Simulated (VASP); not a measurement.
A run of VASP 6.6.1 is set up as follows.

The input INCAR:

```
SYSTEM = Fe
  PREC = Accurate
  ENCUT = 520
  EDIFF = 1E-6
  ISMEAR = 0
  SIGMA = 0.1
  LREAL = .FALSE.
  LASPH = .TRUE.
  NELM = 150
  ALGO = Normal
  ISIF = 2
  LWAVE = .FALSE.
  LCHARG = .TRUE.
  ISPIN = 2
  MAGMOM = 2.32
  LORBIT = 11
  LMAXMIX = 4
  GGA = PS
  LELF = .TRUE.
  LVHAR = .TRUE.
  NBANDS = 14
```

The input KPOINTS:

```
Automatic mesh
0
G
  20 20 20
  0 0 0
```

Contents of POSCAR:

```
Fe
1.0
   -1.4378663212      1.4378663212      1.4378663212
    1.4378663212     -1.4378663212      1.4378663212
    1.4378663212      1.4378663212     -1.4378663212
Fe
1
Direct
    0.0000000000      0.0000000000      0.0000000000
```

Potentials or basis: VASP PAW PBE potentials, release 64 (Fe).

The run is started by

```sh
$ cat potpaw_PBE.64/Fe/POTCAR > POTCAR
$ mpirun -np 1 vasp_std > vasp.out
```

Predict the pressure.

-16.3 GPa.

Predict the net moment.

2.27 μB per cell.

Estimate the site moments.

Fe +2.27 μB.

Caveat: the cell stands under tension; the PAW data sets were made with another functional, which shifts forces and pressure a little.
